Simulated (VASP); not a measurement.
# MgS (Fm-3m) in VASP: notebook

Runs on MgS. Level: PBEsol. Tasks: relaxation of cell and atoms.

Program: VASP 6.6.1. These are calculated values, not measurements. Logs are shortened: lines on timing, memory, paths and dates and some standing lists are left out, and cuts for length are marked.

## 1. The cell of the first run

Symmetry: Fm-3m, No. 225, cubic system. The conventional cell has a = 5.300 Å, b = 5.300 Å, c = 5.300 Å, α = 90.00°, β = 90.00°, γ = 90.00°. Within 3.5 Å of Mg (site symmetry m-3m) lie 6 S at 2.65 Å. Within 3.5 Å of S (site symmetry m-3m) lie 6 Mg at 2.65 Å.

## 2. Relaxation of cell and atoms, PBEsol, target pressure 15 GPa, at which the enthalpy is minimised

Input file INCAR:

```
ALGO = Normal ; EDIFF = 1E-7
EDIFFG = -0.01 ; ENCUT = 600
GGA = PS ; GGA_COMPAT = False
IBRION = 2 ; ISIF = 3
ISMEAR = 0 ; LASPH = True
LCHARG = False ; LREAL = False
LWAVE = False ; NELM = 120
NELMIN = 4 ; NSW = 80
PREC = Accurate ; PSTRESS = 150.0
SIGMA = 0.02
```

Input file KPOINTS:

```
k-points
0
Gamma
  7 7 7
```

Input file POSCAR:

```
MgS
1.0
    0.0000000000      2.6500000000      2.6500000000
    2.6500000000      0.0000000000      2.6500000000
    2.6500000000      2.6500000000      0.0000000000
Mg S
1 1
Direct
    0.0000000000      0.0000000000      0.0000000000
    0.5000000000      0.5000000000      0.5000000000
```

Potentials or basis: VASP PAW PBE potentials, release 64 (Mg, S).

The run is started by

```
> cat potpaw_PBE.64/Mg/POTCAR potpaw_PBE.64/S/POTCAR > POTCAR
> mpirun -np 1 vasp_std > vasp.out
```

OUTCAR:

```text
EDIFF = 1E-7
   EDIFFG = -0.01
   ENCUT = 600
   GGA = PS
   IBRION = 2
   ISIF = 3
   ISMEAR = 0
   LASPH = True
   LREAL = False
   NELM = 120
   NELMIN = 4
   NSW = 80
   PREC = Accurate
   PSTRESS = 150.0

 ion  position               nearest neighbor table
   1  0.000  0.000  0.000-   2 2.65   2 2.65   2 2.65   2 2.65   2 2.65   2 2.65
   2  0.500  0.500  0.500-   1 2.65   1 2.65   1 2.65   1 2.65   1 2.65   1 2.65

  LATTYP: Found a face centered cubic cell.
 ALAT       =     5.3000000000

  Lattice vectors:

 A1 = (   0.0000000000,   2.6500000000,   2.6500000000)
 A2 = (   2.6500000000,   0.0000000000,   2.6500000000)
 A3 = (   2.6500000000,   2.6500000000,   0.0000000000)

Analysis of symmetry for initial positions (statically):
=====================================================================
 Subroutine PRICEL returns:
 Original cell was already a primitive cell.

 Routine SETGRP: Setting up the symmetry group for a
 face centered cubic supercell.

 Subroutine GETGRP returns: Found 48 space group operations
 (whereof 48 operations were pure point group operations)
 out of a pool of 48 trial point group operations.

The static configuration has the point symmetry O_h .

Analysis of symmetry for dynamics (positions and initial velocities):
=====================================================================
 Subroutine PRICEL returns:
 Original cell was already a primitive cell.

 Routine SETGRP: Setting up the symmetry group for a
 face centered cubic supercell.

 Subroutine GETGRP returns: Found 48 space group operations
 (whereof 48 operations were pure point group operations)
 out of a pool of 48 trial point group operations.

The dynamic configuration has the point symmetry O_h .

 Subroutine INISYM returns: Found 48 space group operations
 (whereof 48 operations are pure point group operations),
 and found     1 'primitive' translations

----------------------------------------------------------------------------------------

                                     Primitive cell

  volume of cell :      37.2192

  direct lattice vectors                    reciprocal lattice vectors
     0.000000000  2.650000000  2.650000000    -0.188679245  0.188679245  0.188679245
     2.650000000  0.000000000  2.650000000     0.188679245 -0.188679245  0.188679245
     2.650000000  2.650000000  0.000000000     0.188679245  0.188679245 -0.188679245

  length of vectors
     3.747665940  3.747665940  3.747665940     0.326802039  0.326802039  0.326802039

  position of ions in fractional coordinates (direct lattice)
     0.000000000  0.000000000  0.000000000
     0.500000000  0.500000000  0.500000000

  ion indices of the primitive-cell ions
   primitive index   ion index
                 1           1
                 2           2

----------------------------------------------------------------------------------------

 KPOINTS: k-points

Automatic generation of k-mesh.
 Grid dimensions read from file:
 generate k-points for:    7    7    7

 Generating k-lattice:

  Cartesian coordinates                     Fractional coordinates (reciprocal lattice)
    -0.026954178  0.026954178  0.026954178     0.142857143  0.000000000  0.000000000
     0.026954178 -0.026954178  0.026954178     0.000000000  0.142857143  0.000000000
     0.026954178  0.026954178 -0.026954178     0.000000000  0.000000000  0.142857143

  Length of vectors
     0.046686006  0.046686006  0.046686006

  Shift w.r.t. Gamma in fractional coordinates (k-lattice)
     0.000000000  0.000000000  0.000000000

 Subroutine IBZKPT returns following result:
 ===========================================

 Found     20 irreducible k-points:

 Following reciprocal coordinates:
            Coordinates               Weight
  0.000000  0.000000  0.000000      1.000000
  0.142857  0.000000  0.000000      8.000000
  0.285714  0.000000  0.000000      8.000000
  0.428571  0.000000  0.000000      8.000000
  0.142857  0.142857  0.000000      6.000000
  0.285714  0.142857  0.000000     24.000000
[... 12 lines left out ...]
 -0.428571  0.428571  0.142857     24.000000
 -0.285714  0.428571  0.142857     24.000000
   k-points           NKPTS =     20   k-points in BZ     NKDIM =     20   number of bands    NBANDS=      8
   number of dos      NEDOS =    301   number of ions     NIONS =      2
   total plane-waves  NPLWV =  27000
   dimension x,y,z NGX =    30 NGY =   30 NGZ =   30
   dimension x,y,z NGXF=    60 NGYF=   60 NGZF=   60
   ions per type =               1   1
   NGX,Y,Z   is equivalent  to a cutoff of  13.31, 13.31, 13.31 a.u.
   NGXF,Y,Z  is equivalent  to a cutoff of  26.62, 26.62, 26.62 a.u.
 SYSTEM =  unknown system
   PREC   = accura    normal or accurate (medium, high low for compatibility)
   ISTART =      0    job   : 0-new  1-cont  2-samecut
   ICHARG =      2    charge: 1-file 2-atom 10-const
   ISPIN  =      1    spin polarized calculation?
   LNONCOLLINEAR =      F non collinear calculations
   LSORBIT =      F    spin-orbit coupling
   LASPH  =      T    aspherical Exc in radial PAW
   ENCUT  =  600.0 eV  44.10 Ry    6.64 a.u.   7.49  7.49  7.49*2*pi/ulx,y,z
   NELM   =    120;   NELMIN=  4; NELMDL= -5     # of ELM steps
   EDIFF  = 0.1E-06   stopping-criterion for ELM
   LREAL  =      F    real-space projection
   EDIFFG = -.1E-01   stopping-criterion for IOM
   NSW    =     80    number of steps for IOM
   IBRION =      2    ionic relax: 0-MD 1-quasi-New 2-CG
   NFREE  =      1    steps in history (QN), initial steepest desc. (CG)
   ISIF   =      3    stress and relaxation
   ISYM   =      2    0-nonsym 1-usesym 2-fastsym
   POTIM  = 0.5000    time-step for ionic-motion
   TEBEG  =    0.0;   TEEND  =   0.0 temperature during run
   PSTRESS=  150.0 pullay stress
   NELECT =       8.0000    total number of electrons
   NUPDOWN=      -1.0000    fix difference up-down
   EMIN   =  10.00;   EMAX   =-10.00  energy-range for DOS
   EFERMI =   0.00;   METHOD = LEGACY
   ISMEAR =     0;   SIGMA  =   0.02  broadening in eV -4-tet -1-fermi 0-gaus
   EFERMI_NEDOS =   21; number of points for ismear=-14 and -15
   IALGO  =     38    algorithm
   IMIX   =      4    mixing-type and parameters
     AMIX     =   0.40;   BMIX     =  1.00
     AMIX_MAG =   1.60;   BMIX_MAG =  1.00
  volume/ion in A,a.u.               =      18.61       125.58
  Fermi-wavevector in a.u.,A,eV,Ry     =   0.980654  1.853167 13.084471  0.961681
  Thomas-Fermi vector in A             =   2.111600
   LORBIT       =      0    0 simple, 1 ext, 2 COOP (PROOUT), +10 PAW based schemes
   GGA     = PS    functional components
   LHFCALC =     F    Hartree Fock is set to
   AEXX    =    0.0000 exact exchange contribution
   IVDW    =     0    specifies the selected vdW correction
   LEPSILON=     F    determine dielectric tensor
   LRPA    =     F    only Hartree local field effects (RPA)
 conjugate gradient relaxation of ions
 non-spin polarized calculation
 Gauss-broadening in eV      SIGMA  =   0.02
  energy-cutoff  :      600.00
  volume of cell :       37.22
 maximum number of plane-waves:      1267
 NGX is ok and might be reduce to    30
   NGX = 15   NGY = 15   NGZ = 15

--------------------------------------- Ionic step        1  -------------------------------------------

 number of electron       8.0000000 magnetization

 Free energy of the ion-electron system (eV)
  ---------------------------------------------------
  ext. energy  EPLUGINS =         0.00000000
  ---------------------------------------------------
  free energy    TOTEN  =        -9.03547836 eV

  energy without entropy =       -9.03547836  energy(sigma->0) =       -9.03547836

 E-fermi :   3.3225     XC(G=0):  -9.6101

 val. band max:        3.1970819081   @ k =   0.0000   0.0000   0.0000
 cond. band min:       5.9936486718   @ k =   0.4286   0.4286   0.0000
 fundamental gap:      2.7965667637
 Fermi energy:         3.3225237663

 k-point     1 :       0.0000    0.0000    0.0000
  band No.  band energies     occupation
      1      -9.1814      2.00000
      2       3.1971      2.00000
      3       3.1971      2.00000
      4       3.1971      2.00000
      5       6.3749      0.00000
      6      11.0781      0.00000
      7      11.0781      0.00000
      8      11.0781      0.00000

 k-point     2 :       0.1429    0.0000    0.0000
  band No.  band energies     occupation
      1      -9.0005      2.00000
      2       1.9245      2.00000
      3       3.0802      2.00000
      4       3.0802      2.00000
      5       7.3619      0.00000
      6      10.6691      0.00000
      7      11.3187      0.00000
      8      11.3187      0.00000
[... 377 lines left out ...]
  FREE ENERGIE OF THE ION-ELECTRON SYSTEM (eV)
  ---------------------------------------------------
  free  energy   TOTEN  =        -8.8868628266 eV

  energy  without entropy=       -8.8868628266  energy(sigma->0) =       -8.88686283

  enthalpy is  TOTEN    =        -6.0642566963 eV   P V=        2.8226061303

--------------------------------------- Ionic step        6  -------------------------------------------

 number of electron       8.0000000 magnetization

 Free energy of the ion-electron system (eV)
  ---------------------------------------------------
  ext. energy  EPLUGINS =         0.00000000
  ---------------------------------------------------
  free energy    TOTEN  =        -8.88435084 eV

  energy without entropy =       -8.88435084  energy(sigma->0) =       -8.88435084

 E-fermi :   5.2919     XC(G=0): -10.5004

 val. band max:        5.2017890975   @ k =   0.0000   0.0000   0.0000
 cond. band min:       8.4403741429   @ k =   0.4286   0.4286   0.0000
 fundamental gap:      3.2385850454
 Fermi energy:         5.2919474133

 k-point     1 :       0.0000    0.0000    0.0000
  band No.  band energies     occupation
      1      -8.4835      2.00000
      2       5.2018      2.00000
      3       5.2018      2.00000
      4       5.2018      2.00000
      5      10.1457      0.00000
      6      12.8987      0.00000
      7      12.8987      0.00000
      8      12.8987      0.00000

 k-point     2 :       0.1429    0.0000    0.0000
  band No.  band energies     occupation
      1      -8.2330      2.00000
      2       3.7327      2.00000
      3       5.0198      2.00000
      4       5.0198      2.00000
      5      10.8519      0.00000
      6      12.8914      0.00000
      7      13.2839      0.00000
      8      13.2839      0.00000
[... 218 lines left out ...]
 POSITION                                       TOTAL-FORCE (eV/Angst)
 -----------------------------------------------------------------------------------
      2.46955     -0.00000      2.46955        -0.000000     -0.000000     -0.000000
      2.46955      2.46955      2.46955         0.000000      0.000000      0.000000
 -----------------------------------------------------------------------------------
    total drift:                               -0.000000     -0.000000      0.000000

  FREE ENERGIE OF THE ION-ELECTRON SYSTEM (eV)
  ---------------------------------------------------
  free  energy   TOTEN  =        -8.8843508403 eV

  energy  without entropy=       -8.8843508403  energy(sigma->0) =       -8.88435084

  enthalpy is  TOTEN    =        -6.0642662598 eV   P V=        2.8200845805

 reached required accuracy - stopping structural energy minimisation
```

Wall time 37 s (1 thread of AMD EPYC 7R13 (Zen 3), shared host); peak memory 0.15 GiB.

Results:

| Property | Result |
| --- | --- |
| Free energy | -8.8844 eV |
| Relaxed volume | 15.06 Å³/atom |
| Relaxed cell | a = 3.492 Å, b = 3.492 Å, c = 3.492 Å, α = 60.00°, β = 60.00°, γ = 60.00° |
| Space group after relaxing (to 0.1 Å) | Fm-3m (No. 225) |
| Energy change on relaxing (the run minimises the enthalpy) | +75.6 meV/atom |
| Ionic steps | 6 |
| Pressure after relaxing | 15.0 GPa |
| Band gap on the k mesh | 3.24 eV (least direct gap 4.94 eV) |

Step by step:
| step | energy change (eV) | largest force (eV/Å) | pressure (GPa) | volume (Å³) |
| --- | --- | --- | --- | --- |
| 1 | 0.0000 | 0.0000 | -4.77 | 37.22 |
| 2 | 0.7951 | 0.0000 | 39.81 | 26.17 |
| 3 | 0.1423 | 0.0000 | 14.58 | 30.22 |
| 4 | 0.1544 | 0.0000 | 15.16 | 30.09 |
| 5 | 0.1486 | 0.0000 | 14.88 | 30.15 |
| 6 | 0.1511 | 0.0000 | 15.00 | 30.12 |

Final structure:
```
Mg S
1.0
     0.00000    2.46955    2.46955
     2.46955    0.00000    2.46955
     2.46955    2.46955    0.00000
Mg S
1 1
Direct
  0.00000 0.00000 0.00000
  0.50000 0.50000 0.50000
```

Levels at points of the mesh, in eV from the valence-band top:
```
           k point  band 1  band 2  band 3  band 4  band 5  band 6  band 7  band 8
(0.00, 0.00, 0.00)  -13.69    0.00    0.00    0.00    4.94    7.70    7.70    7.70
```

Caveat: the cell is relaxed towards a set pressure, so the run minimises the enthalpy, not the energy; the volume moved by over 15 % at a fixed basis, so the end points are rough; the PAW data sets were made with another functional, which shifts forces and pressure a little; an odd mesh through Γ misses points on the zone boundary, where band edges can lie.

## 3. Relaxation of cell and atoms, PBEsol, target pressure 30 GPa, at which the enthalpy is minimised

Input file INCAR:

```
PREC = Accurate ; ENCUT = 600
EDIFF = 1E-7 ; ISMEAR = 0
SIGMA = 0.02 ; LREAL = False
LASPH = True ; NELM = 120
ALGO = Normal ; ISIF = 3
LWAVE = False ; LCHARG = False
GGA = PS ; IBRION = 2
NSW = 80 ; EDIFFG = -0.01
PSTRESS = 300.0 ; GGA_COMPAT = False
NELMIN = 4
```

Input file KPOINTS:

```
regular mesh
0
Gamma
  7 7 7
```

POSCAR is that of step 2.

Potentials or basis: VASP PAW PBE potentials, release 64 (Mg, S).

The run is started by

```
> cat potpaw_PBE.64/Mg/POTCAR potpaw_PBE.64/S/POTCAR > POTCAR
> mpirun -np 1 vasp_std > vasp.out
```

OUTCAR:

```text
PREC = Accurate
   ENCUT = 600
   EDIFF = 1E-7
   ISMEAR = 0
   LREAL = False
   LASPH = True
   NELM = 120
   ISIF = 3
   GGA = PS
   IBRION = 2
   NSW = 80
   EDIFFG = -0.01
   PSTRESS = 300.0
   NELMIN = 4

 ion  position               nearest neighbor table
   1  0.000  0.000  0.000-   2 2.65   2 2.65   2 2.65   2 2.65   2 2.65   2 2.65
   2  0.500  0.500  0.500-   1 2.65   1 2.65   1 2.65   1 2.65   1 2.65   1 2.65

  LATTYP: Found a face centered cubic cell.
 ALAT       =     5.3000000000

  Lattice vectors:

 A1 = (   0.0000000000,   2.6500000000,   2.6500000000)
 A2 = (   2.6500000000,   0.0000000000,   2.6500000000)
 A3 = (   2.6500000000,   2.6500000000,   0.0000000000)

Analysis of symmetry for initial positions (statically):
=====================================================================
 Subroutine PRICEL returns:
 Original cell was already a primitive cell.

 Routine SETGRP: Setting up the symmetry group for a
 face centered cubic supercell.

 Subroutine GETGRP returns: Found 48 space group operations
 (whereof 48 operations were pure point group operations)
 out of a pool of 48 trial point group operations.

The static configuration has the point symmetry O_h .
[... 123 lines left out ...]
   ISMEAR =     0;   SIGMA  =   0.02  broadening in eV -4-tet -1-fermi 0-gaus
   EFERMI_NEDOS =   21; number of points for ismear=-14 and -15
   IALGO  =     38    algorithm
   IMIX   =      4    mixing-type and parameters
     AMIX     =   0.40;   BMIX     =  1.00
     AMIX_MAG =   1.60;   BMIX_MAG =  1.00
  volume/ion in A,a.u.               =      18.61       125.58
  Fermi-wavevector in a.u.,A,eV,Ry     =   0.980654  1.853167 13.084471  0.961681
  Thomas-Fermi vector in A             =   2.111600
   LORBIT       =      0    0 simple, 1 ext, 2 COOP (PROOUT), +10 PAW based schemes
   GGA     = PS    functional components
   LHFCALC =     F    Hartree Fock is set to
   AEXX    =    0.0000 exact exchange contribution
   IVDW    =     0    specifies the selected vdW correction
   LEPSILON=     F    determine dielectric tensor
   LRPA    =     F    only Hartree local field effects (RPA)
 conjugate gradient relaxation of ions
 non-spin polarized calculation
 Gauss-broadening in eV      SIGMA  =   0.02
  energy-cutoff  :      600.00
  volume of cell :       37.22
 maximum number of plane-waves:      1267
 NGX is ok and might be reduce to    30
   NGX = 15   NGY = 15   NGZ = 15

--------------------------------------- Ionic step        1  -------------------------------------------

 number of electron       8.0000000 magnetization

 Free energy of the ion-electron system (eV)
  ---------------------------------------------------
  ext. energy  EPLUGINS =         0.00000000
  ---------------------------------------------------
  free energy    TOTEN  =        -9.03547836 eV

  energy without entropy =       -9.03547836  energy(sigma->0) =       -9.03547836

 E-fermi :   3.3225     XC(G=0):  -9.6101

 val. band max:        3.1970819081   @ k =   0.0000   0.0000   0.0000
 cond. band min:       5.9936486718   @ k =   0.4286   0.4286   0.0000
 fundamental gap:      2.7965667637
 Fermi energy:         3.3225237663
[... 596 lines left out ...]
--------------------------------------- Ionic step        5  -------------------------------------------

 number of electron       7.9999999 magnetization

 Free energy of the ion-electron system (eV)
  ---------------------------------------------------
  ext. energy  EPLUGINS =         0.00000000
  ---------------------------------------------------
  free energy    TOTEN  =        -8.51786352 eV

  energy without entropy =       -8.51786352  energy(sigma->0) =       -8.51786352

 E-fermi :   6.3345     XC(G=0): -10.9112

 val. band max:        6.2419164287   @ k =   0.0000   0.0000   0.0000
 cond. band min:       9.6348858525   @ k =   0.4286   0.4286   0.0000
 fundamental gap:      3.3929694238
 Fermi energy:         6.3345146336
[... 251 lines left out ...]
  energy  without entropy=       -8.5178635240  energy(sigma->0) =       -8.51786352

  enthalpy is  TOTEN    =        -3.3779338981 eV   P V=        5.1399296260

 reached required accuracy - stopping structural energy minimisation
```

It took 34 s on 1 thread of AMD EPYC 7R13 (Zen 3), shared host; peak memory 0.15 GiB.

What came out:

* Free energy: -8.5179 eV
* Relaxed volume: 13.73 Å³/atom
* Relaxed cell: a = 3.386 Å, b = 3.386 Å, c = 3.386 Å, α = 60.00°, β = 60.00°, γ = 60.00°
* Space group after relaxing (to 0.1 Å): Fm-3m (No. 225)
* Energy change on relaxing (the run minimises the enthalpy): +258.8 meV/atom
* Ionic steps: 5
* Pressure after relaxing: 30.0 GPa
* Band gap on the k mesh: 3.39 eV (least direct gap 5.67 eV)

Step by step:
```tsv
step	energy change (eV)	largest force (eV/Å)	pressure (GPa)	volume (Å³)
1	0.0000	0.0000	-4.77	37.22
2	4.3202	0.0000	149.76	19.43
3	0.4025	0.0000	25.67	28.11
4	0.4845	0.0000	28.78	27.63
5	0.5176	0.0000	30.01	27.45
```

Final structure:
```xyz
2
Lattice="0.0000 2.3943 2.3943 2.3943 0.0000 2.3943 2.3943 2.3943 0.0000" Properties=species:S:1:pos:R:3 pbc="T T T"
Mg    0.0000    0.0000    0.0000
S     2.3943    2.3943    2.3943
```

Levels at points of the mesh, in eV from the valence-band top:
| k point | band 2 | band 3 | band 4 | band 5 | band 6 | band 7 |
| --- | --- | --- | --- | --- | --- | --- |
| (0.00, 0.00, 0.00) | 0.00 | 0.00 | 0.00 | 5.88 | 7.54 | 7.54 |

Caveat: the cell is relaxed towards a set pressure, so the run minimises the enthalpy, not the energy; the volume moved by over 15 % at a fixed basis, so the end points are rough; the PAW data sets were made with another functional, which shifts forces and pressure a little; an odd mesh through Γ misses points on the zone boundary, where band edges can lie.

(Part 1 of 2 ends here.)
